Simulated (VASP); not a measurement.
# Cl (P6_3/mmc) in VASP: notebook, part 2 of 2

VASP 6.6.1. The steps go on from the part before.

## Step 3: Relaxation of shape and atoms at fixed volume, PBEsol

This run uses another cell than the first one, of 14.40 Å³/atom.

Contents of INCAR:

```
ALGO     = Normal         # electronic algorithm
EDIFF    = 1E-7           # SCF threshold, eV
EDIFFG   = -0.005         # ionic threshold
ENCUT    = 600            # plane-wave cutoff, eV
GGA      = PS             # functional
IBRION   = 2              # ionic algorithm
ISIF     = 4              # what is computed and relaxed
ISMEAR   = -1             # smearing method
LASPH    = True           # aspherical terms in the spheres
LCHARG   = False          # write CHGCAR
LREAL    = False          # projectors in reciprocal space
LWAVE    = False          # write WAVECAR
NELM     = 100            # most SCF steps
NSW      = 50             # ionic steps
PREC     = Accurate       # precision mode
SIGMA    = 0.08           # smearing width, eV
```

Contents of KPOINTS:

```
k-points
0
Gamma
  15 15 8
```

Contents of POSCAR:

```
Cl
1.0
    3.0953227024      0.0000000000      0.0000000000
   -1.5476613512      2.6806280932      0.0000000000
    0.0000000000      0.0000000000      3.4701937617
Cl
2
Direct
    0.3333333333      0.6666666667      0.2500000000
    0.6666666667      0.3333333333      0.7500000000
```

Potentials or basis: VASP PAW PBE potentials, release 64 (Cl).

On the command line:

```
> cat potpaw_PBE.64/Cl/POTCAR > POTCAR
> mpirun -np 1 vasp_std > vasp.out
```

OUTCAR:

```text
EDIFF = 1E-7
   EDIFFG = -0.005
   ENCUT = 600
   GGA = PS
   IBRION = 2
   ISIF = 4
   ISMEAR = -1
   LASPH = True
   LREAL = False
   NELM = 100
   NSW = 50
   PREC = Accurate

 ion  position               nearest neighbor table
   1  0.333  0.667  0.250-   2 2.49   2 2.49   2 2.49   2 2.49   2 2.49   2 2.49
   2  0.667  0.333  0.750-   1 2.49   1 2.49   1 2.49   1 2.49   1 2.49   1 2.49

  LATTYP: Found a hexagonal cell.
 ALAT       =     3.0953227024
 C/A-ratio  =     1.1211088779

  Lattice vectors:

 A1 = (   3.0953227024,   0.0000000000,   0.0000000000)
 A2 = (  -1.5476613512,   2.6806280932,   0.0000000000)
 A3 = (   0.0000000000,   0.0000000000,   3.4701937617)

Analysis of symmetry for initial positions (statically):
=====================================================================
 Subroutine PRICEL returns:
 Original cell was already a primitive cell.

 Routine SETGRP: Setting up the symmetry group for a
 hexagonal supercell.

 Subroutine GETGRP returns: Found 24 space group operations
 (whereof 12 operations were pure point group operations)
 out of a pool of 24 trial point group operations.

The static configuration has the point symmetry D_3d.
 The point group associated with its full space group is D_6h.

Analysis of symmetry for dynamics (positions and initial velocities):
=====================================================================
 Subroutine PRICEL returns:
 Original cell was already a primitive cell.

 Routine SETGRP: Setting up the symmetry group for a
 hexagonal supercell.

 Subroutine GETGRP returns: Found 24 space group operations
 (whereof 12 operations were pure point group operations)
 out of a pool of 24 trial point group operations.

The dynamic configuration has the point symmetry D_3d.
 The point group associated with its full space group is D_6h.

 Subroutine INISYM returns: Found 24 space group operations
 (whereof 12 operations are pure point group operations),
 and found     1 'primitive' translations

----------------------------------------------------------------------------------------

                                     Primitive cell

  volume of cell :      28.7936

  direct lattice vectors                    reciprocal lattice vectors
     3.095322702  0.000000000  0.000000000     0.323068092  0.186523450  0.000000000
    -1.547661351  2.680628093  0.000000000     0.000000000  0.373046900  0.000000000
     0.000000000  0.000000000  3.470193762     0.000000000  0.000000000  0.288168347

  length of vectors
     3.095322702  3.095322702  3.470193762     0.373046900  0.373046900  0.288168347

  position of ions in fractional coordinates (direct lattice)
     0.333333333  0.666666667  0.250000000
     0.666666667  0.333333333  0.750000000

  ion indices of the primitive-cell ions
   primitive index   ion index
                 1           1
                 2           2

----------------------------------------------------------------------------------------
[... 52 lines left out ...]
   k-points           NKPTS =    135   k-points in BZ     NKDIM =    135   number of bands    NBANDS=     11
   number of dos      NEDOS =    301   number of ions     NIONS =      2
   total plane-waves  NPLWV =  21952
   dimension x,y,z NGX =    28 NGY =   28 NGZ =   28
   dimension x,y,z NGXF=    56 NGYF=   56 NGZF=   56
   ions per type =               2
   NGX,Y,Z   is equivalent  to a cutoff of  15.04, 15.04, 13.41 a.u.
   NGXF,Y,Z  is equivalent  to a cutoff of  30.08, 30.08, 26.83 a.u.
 SYSTEM =  unknown system
   PREC   = accura    normal or accurate (medium, high low for compatibility)
   ISTART =      0    job   : 0-new  1-cont  2-samecut
   ICHARG =      2    charge: 1-file 2-atom 10-const
   ISPIN  =      1    spin polarized calculation?
   LNONCOLLINEAR =      F non collinear calculations
   LSORBIT =      F    spin-orbit coupling
   LASPH  =      T    aspherical Exc in radial PAW
   ENCUT  =  600.0 eV  44.10 Ry    6.64 a.u.   6.18  6.18  6.93*2*pi/ulx,y,z
   NELM   =    100;   NELMIN=  2; NELMDL= -5     # of ELM steps
   EDIFF  = 0.1E-06   stopping-criterion for ELM
   LREAL  =      F    real-space projection
   EDIFFG = -.5E-02   stopping-criterion for IOM
   NSW    =     50    number of steps for IOM
   IBRION =      2    ionic relax: 0-MD 1-quasi-New 2-CG
   NFREE  =      1    steps in history (QN), initial steepest desc. (CG)
   ISIF   =      4    stress and relaxation
   ISYM   =      2    0-nonsym 1-usesym 2-fastsym
   POTIM  = 0.5000    time-step for ionic-motion
   TEBEG  =    0.0;   TEEND  =   0.0 temperature during run
   PSTRESS=    0.0 pullay stress
   NELECT =      14.0000    total number of electrons
   NUPDOWN=      -1.0000    fix difference up-down
   EMIN   =  10.00;   EMAX   =-10.00  energy-range for DOS
   EFERMI =   0.00;   METHOD = LEGACY
   ISMEAR =    -1;   SIGMA  =   0.08  broadening in eV -4-tet -1-fermi 0-gaus
   EFERMI_NEDOS =   21; number of points for ismear=-14 and -15
   IALGO  =     38    algorithm
   IMIX   =      4    mixing-type and parameters
     AMIX     =   0.40;   BMIX     =  1.00
     AMIX_MAG =   1.60;   BMIX_MAG =  1.00
  volume/ion in A,a.u.               =      14.40        97.15
  Fermi-wavevector in a.u.,A,eV,Ry     =   1.287317  2.432676 22.547364  1.657185
  Thomas-Fermi vector in A             =   2.419338
   LORBIT       =      0    0 simple, 1 ext, 2 COOP (PROOUT), +10 PAW based schemes
   GGA     = PS    functional components
   LHFCALC =     F    Hartree Fock is set to
   AEXX    =    0.0000 exact exchange contribution
   IVDW    =     0    specifies the selected vdW correction
   LEPSILON=     F    determine dielectric tensor
   LRPA    =     F    only Hartree local field effects (RPA)
 conjugate gradient relaxation of ions
 non-spin polarized calculation
  energy-cutoff  :      600.00
  volume of cell :       28.79
 maximum number of plane-waves:       997
 NGX is ok and might be reduce to    28
   NGX = 13   NGY = 13   NGZ = 13

--------------------------------------- Ionic step        1  -------------------------------------------

 number of electron      13.9999997 magnetization

 Free energy of the ion-electron system (eV)
  ---------------------------------------------------
  ext. energy  EPLUGINS =         0.00000000
  ---------------------------------------------------
  free energy    TOTEN  =        -1.71256952 eV

  energy without entropy =       -1.68167817  energy(sigma->0) =       -1.69712385

------------------------ aborting loop because EDIFF is reached ----------------------------------------

  FORCE on cell =-STRESS in cart. coord.  units (eV):
  Direction    XX          YY          ZZ          XY          YZ          ZX
  --------------------------------------------------------------------------------------
  -------------------------------------------------------------------------------------
  Total        5.3834306      5.3834306      9.2525400      0.0000000      0.0000000      0.0000000
  in kB      299.5528671    299.5528671    514.8436132      0.0000000      0.0000000      0.0000000
  external PRESSURE =     371.3164492 kB  Pullay stress =       0.0000000 kB
[... 59 lines left out ...]
--------------------------------------- Ionic step        3  -------------------------------------------

 number of electron      14.0000001 magnetization

 Free energy of the ion-electron system (eV)
  ---------------------------------------------------
  ext. energy  EPLUGINS =         0.00000000
  ---------------------------------------------------
  free energy    TOTEN  =        -1.92636845 eV

  energy without entropy =       -1.88997873  energy(sigma->0) =       -1.90817359

 E-fermi :   7.5200     XC(G=0): -11.7031

 val. band max:        7.5018075664   @ k =   0.3333   0.0667   0.5000
 cond. band min:       7.5290554168   @ k =   0.2000   0.0000   0.2500
 fundamental gap:      0.0272478504
 Fermi energy:         7.5199767648

 k-point     1 :       0.0000    0.0000    0.0000
  band No.  band energies     occupation
      1     -11.8013      2.00000
      2      -6.1104      2.00000
      3      -0.5107      2.00000
      4       5.7302      2.00000
      5       5.7302      2.00000
      6       7.9440      0.00994
      7       7.9440      0.00994
      8       9.8538      0.00000
      9      14.2471      0.00000
     10      18.7505      0.00000
     11      19.6611      0.00000
[... 309 lines left out ...]
 k-point    24 :       0.4000    0.2000    0.0000
  band No.  band energies     occupation
      1      -8.4313      2.00000
      2      -7.1998      2.00000
      3       0.6291      2.00000
      4       3.0595      2.00000
      5       3.1542      2.00000
      6       3.8091      2.00000
      7       4.7901      2.00000
      8       6.6057      1.99998
      9      14.7877      0.00000
     10      15.8823      0.00000
     11      20.6147      0.00000

 [... further k-points ...]
[... 5 lines left out ...]
  --------------------------------------------------------------------------------------
  -------------------------------------------------------------------------------------
  Total        5.2789185      5.2789185      5.2821162      0.0000000      0.0000000      0.0000000
  in kB      293.7374472    293.7374472    293.9153788      0.0000000      0.0000000      0.0000000
  external PRESSURE =     293.7967577 kB  Pullay stress =       0.0000000 kB
[... 17 lines left out ...]
  FREE ENERGIE OF THE ION-ELECTRON SYSTEM (eV)
  ---------------------------------------------------
  free  energy   TOTEN  =        -1.9263684516 eV

  energy  without entropy=       -1.8899787328  energy(sigma->0) =       -1.90817359

 reached required accuracy - stopping structural energy minimisation
```

Run time: 90 s. Hardware: 1 thread of Intel Xeon Platinum 8175M at 2.50GHz (Skylake/Cascade Lake), shared host; peak memory 0.18 GiB.

What came out:

```
Free energy               : -1.9264 eV
Energy gained by relaxing : 106.9 meV/atom
Ionic steps               : 3
Pressure after relaxing   : 29.4 GPa
Band gap on the k mesh    : zero (bands 7 and 8 overlap by 3.33 eV)
```

The path:
```csv
step,energy change (eV),largest force (eV/Å),pressure (GPa),volume (Å³)
1,0.0000,0.0000,37.13,28.79
2,-0.1742,0.0000,32.39,28.79
3,-0.2138,0.0000,29.38,28.79
```

Final structure:
```xyz
2
Lattice="2.9305 0.0000 0.0000 -1.4652 2.5379 0.0000 0.0000 0.0000 3.8715" Properties=species:S:1:pos:R:3 pbc="T T T"
Cl    0.0000    1.6919    0.9679
Cl    1.4652    0.8460    2.9037
```

Levels at points of the mesh, in eV from the Fermi level:
```tsv
k point	band 3	band 4	band 5	band 6	band 7	band 8	band 9	band 10	band 11
(0.00, 0.00, 0.00)	-8.03	-1.79	-1.79	0.42	0.42	2.33	6.73	11.23	12.14
(0.00, 0.00, 0.50)	-2.33	-2.33	-0.70	-0.70	-0.70	-0.70	9.94	9.94	11.20
```

Caveat: the PAW data sets were made with another functional, which shifts forces and pressure a little.
